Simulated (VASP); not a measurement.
# BiTe (R-3m) in VASP: notebook, part 2 of 2

VASP 6.6.1.

## 4. Single point, LDA (volume scaled by 1.02)

INCAR reads:

```
SYSTEM = BiTe
PREC = Accurate
ENCUT = 520
EDIFF = 1E-6
ISMEAR = -1
SIGMA = 0.05
LREAL = .FALSE.
LASPH = .TRUE.
NELM = 60
ALGO = Normal
ISIF = 2
LWAVE = .FALSE.
LCHARG = .FALSE.
NBANDS = 18
```

KPOINTS reads:

```
Automatic mesh
0
G
  7 7 7
  0 0 0
```

POSCAR reads:

```
BiTe
1.0
    2.4387526627      1.4080145063      3.3392614156
   -2.4387526627      1.4080145063      3.3392614156
    0.0000000000     -2.8160290126      3.3392614156
Bi Te
1 1
Direct
    0.5000000000      0.5000000000      0.5000000000
    0.0000000000      0.0000000000      0.0000000000
```

Potentials or basis: VASP PAW LDA potentials, release 64 (Bi_d, Te).

Command:

```console
> cat potpaw_LDA.64/Bi_d/POTCAR potpaw_LDA.64/Te/POTCAR > POTCAR
> mpirun -np 1 vasp_std > vasp.out
```

OUTCAR:

```text
SYSTEM = BiTe
   PREC = Accurate
   ENCUT = 520
   EDIFF = 1E-6
   ISMEAR = -1
   LREAL = .FALSE.
   LASPH = .TRUE.
   NELM = 60
   ISIF = 2

 ion  position               nearest neighbor table
   1  0.500  0.500  0.500-   2 3.27   2 3.27   2 3.27   2 3.27   2 3.27   2 3.27
   2  0.000  0.000  0.000-   1 3.27   1 3.27   1 3.27   1 3.27   1 3.27   1 3.27

  LATTYP: Found a trigonal (rhomboedric) cell.
 ALAT       =     4.3681444804
 COS(alpha) =     0.3765932224

  Lattice vectors:

 A1 = (   2.4387526627,   1.4080145063,   3.3392614156)
 A2 = (  -2.4387526627,   1.4080145063,   3.3392614156)
 A3 = (   0.0000000000,  -2.8160290126,   3.3392614156)

Analysis of symmetry for initial positions (statically):
=====================================================================
 Subroutine PRICEL returns:
 Original cell was already a primitive cell.

 Routine SETGRP: Setting up the symmetry group for a
 trigonal (rhombohedral) supercell.

 Subroutine GETGRP returns: Found 12 space group operations
 (whereof 12 operations were pure point group operations)
 out of a pool of 12 trial point group operations.

The static configuration has the point symmetry D_3d.

Analysis of symmetry for dynamics (positions and initial velocities):
=====================================================================
 Subroutine PRICEL returns:
 Original cell was already a primitive cell.

 Routine SETGRP: Setting up the symmetry group for a
 trigonal (rhombohedral) supercell.

 Subroutine GETGRP returns: Found 12 space group operations
 (whereof 12 operations were pure point group operations)
 out of a pool of 12 trial point group operations.

The dynamic configuration has the point symmetry D_3d.

 Subroutine INISYM returns: Found 12 space group operations
 (whereof 12 operations are pure point group operations),
 and found     1 'primitive' translations
[... 102 lines left out ...]
   ISYM   =      2    0-nonsym 1-usesym 2-fastsym
   POTIM  = 0.5000    time-step for ionic-motion
   TEBEG  =    0.0;   TEEND  =   0.0 temperature during run
   PSTRESS=    0.0 pullay stress
   NELECT =      21.0000    total number of electrons
   NUPDOWN=      -1.0000    fix difference up-down
   EMIN   =  10.00;   EMAX   =-10.00  energy-range for DOS
   EFERMI =   0.00;   METHOD = LEGACY
   ISMEAR =    -1;   SIGMA  =   0.05  broadening in eV -4-tet -1-fermi 0-gaus
   EFERMI_NEDOS =   21; number of points for ismear=-14 and -15
   IALGO  =     38    algorithm
   IMIX   =      4    mixing-type and parameters
     AMIX     =   0.40;   BMIX     =  1.00
     AMIX_MAG =   1.60;   BMIX_MAG =  1.00
  volume/ion in A,a.u.               =      34.40       232.14
  Fermi-wavevector in a.u.,A,eV,Ry     =   1.102273  2.082993 16.531150  1.215005
  Thomas-Fermi vector in A             =   2.238713
   LORBIT       =      0    0 simple, 1 ext, 2 COOP (PROOUT), +10 PAW based schemes
   GGA     = CA    functional components
   LHFCALC =     F    Hartree Fock is set to
   AEXX    =    0.0000 exact exchange contribution
   IVDW    =     0    specifies the selected vdW correction
   LEPSILON=     F    determine dielectric tensor
   LRPA    =     F    only Hartree local field effects (RPA)
 non-spin polarized calculation
  energy-cutoff  :      520.00
  volume of cell :       68.80
 maximum number of plane-waves:      1869
   NGX = 17   NGY = 17   NGZ = 17

 number of electron      20.9999994 magnetization

 Free energy of the ion-electron system (eV)
  ---------------------------------------------------
  ext. energy  EPLUGINS =         0.00000000
  ---------------------------------------------------
  free energy    TOTEN  =        -8.44822163 eV

  energy without entropy =       -8.43623783  energy(sigma->0) =       -8.44222973

 E-fermi :   6.2076     XC(G=0):  -9.6270

 val. band max:        6.1717626191   @ k =  -0.4286   0.2857   0.2857
 cond. band min:       6.2812014357   @ k =   0.2857   0.2857   0.2857
 fundamental gap:      0.1094388166
 Fermi energy:         6.2076214629

 k-point     1 :       0.0000    0.0000    0.0000
  band No.  band energies     occupation
      1     -16.9294      2.00000
      2     -16.9294      2.00000
      3     -16.9147      2.00000
      4     -16.9147      2.00000
      5     -16.8978      2.00000
      6      -7.1371      2.00000
[... 481 lines left out ...]
      5     -16.8966      2.00000
      6      -5.9623      2.00000
[... 10 lines left out ...]
     17      15.2285      0.00000
     18      16.3331      0.00000

 [... further k-points ...]
[... 5 lines left out ...]
  --------------------------------------------------------------------------------------
  -------------------------------------------------------------------------------------
  Total       -1.9000613     -1.9000613     -1.5738157     -0.0000000      0.0000000      0.0000000
  in kB      -44.2488139    -44.2488139    -36.6511737     -0.0000000      0.0000000      0.0000000
  external PRESSURE =     -41.7162672 kB  Pullay stress =       0.0000000 kB

 VOLUME and BASIS-vectors are now :
 -----------------------------------------------------------------------------
  energy-cutoff  :      520.00
  volume of cell :       68.80
      direct lattice vectors                 reciprocal lattice vectors
     2.438752663  1.408014506  3.339261416     0.205022841  0.118369993  0.099822473
    -2.438752663  1.408014506  3.339261416    -0.205022841  0.118369993  0.099822473
     0.000000000 -2.816029013  3.339261416     0.000000000 -0.236739985  0.099822473

 POSITION                                       TOTAL-FORCE (eV/Angst)
 -----------------------------------------------------------------------------------
      0.00000      0.00000      5.00889         0.000000     -0.000000     -0.000000
      0.00000      0.00000      0.00000        -0.000000      0.000000      0.000000
 -----------------------------------------------------------------------------------
    total drift:                               -0.000000      0.000000     -0.000000

  FREE ENERGIE OF THE ION-ELECTRON SYSTEM (eV)
  ---------------------------------------------------
  free  energy   TOTEN  =        -8.4482216340 eV

  energy  without entropy=       -8.4362378303  energy(sigma->0) =       -8.44222973
```

OSZICAR:

```text
N       E                     dE             d eps       ncg     rms          rms(c)
DAV:   1     0.156091585605E+03    0.15609E+03   -0.97516E+03  1584   0.111E+03
DAV:   2     0.369889195256E+01   -0.15239E+03   -0.14810E+03  1678   0.300E+02
DAV:   3    -0.815588904000E+01   -0.11855E+02   -0.11734E+02  1914   0.886E+01
DAV:   4    -0.849220560124E+01   -0.33632E+00   -0.33593E+00  2026   0.160E+01
DAV:   5    -0.850401884942E+01   -0.11813E-01   -0.11813E-01  2100   0.278E+00    0.573E+00
DAV:   6    -0.845018700976E+01    0.53832E-01   -0.16087E-01  2324   0.237E+00    0.357E+00
DAV:   7    -0.844879243463E+01    0.13946E-02   -0.27659E-02  1858   0.827E-01    0.800E-01
DAV:   8    -0.844820782909E+01    0.58461E-03   -0.38309E-03  1942   0.419E-01    0.136E-01
DAV:   9    -0.844822325450E+01   -0.15425E-04   -0.49926E-04  1788   0.125E-01    0.593E-02
DAV:  10    -0.844822271679E+01    0.53770E-06   -0.26664E-05  2074   0.322E-02    0.383E-02
DAV:  11    -0.844822226833E+01    0.44847E-06   -0.16497E-05  2058   0.284E-02    0.127E-02
DAV:  12    -0.844822163395E+01    0.63437E-06   -0.28725E-06  1510   0.135E-02
   1 F= -.84482216E+01 E0= -.84422297E+01  d E =-.119838E-01
```

Wall time 28 s (1 thread of Intel Xeon 6975P-C, shared host); peak memory 0.19 GiB.

Results:

| Quantity | Value |
| --- | --- |
| Free energy | -8.4482 eV |
| Pressure | -4.2 GPa |

Stress tensor (GPa, compression positive):
```
-4.42  0.00  0.00
 0.00 -4.42  0.00
 0.00  0.00 -3.67
```

Caveat: spin-orbit coupling is left out, which moves the levels of the heavy elements.

## 5. The runs side by side

```csv
task,level,potentials or basis,cell,cutoff (eV),gap on the mesh (eV),pressure (GPa)
relaxation of cell and atoms,PBEsol,"VASP PAW PBE potentials, release 64 (Bi_d, Te)","relaxed to 20 GPa from a = 4.339 Å, angles 67.9°, 2 atoms",600,none,19.9
relaxation of cell and atoms,PBEsol,"VASP PAW PBE potentials, release 64 (Bi_d, Te)","relaxed to 30 GPa from a = 4.339 Å, angles 67.9°, 2 atoms",600,none,30.0
single point,LDA,"VASP PAW LDA potentials, release 64 (Bi_d, Te)","a = 4.368 Å, angles 67.9°, 2 atoms",520,none,-4.2
```

Alike in all rows: no spin polarisation; k mesh 7 × 7 × 7; smearing fermi-dirac 0.05 eV.

Caveats: spin-orbit coupling is left out, which moves the levels of the heavy elements; the cell is relaxed towards a set pressure, so the enthalpy falls and the energy may rise (some runs); the PAW data sets were made with another functional, which shifts forces and pressure a little (some runs).

Absolute energies hang on the potentials; compare differences alone.
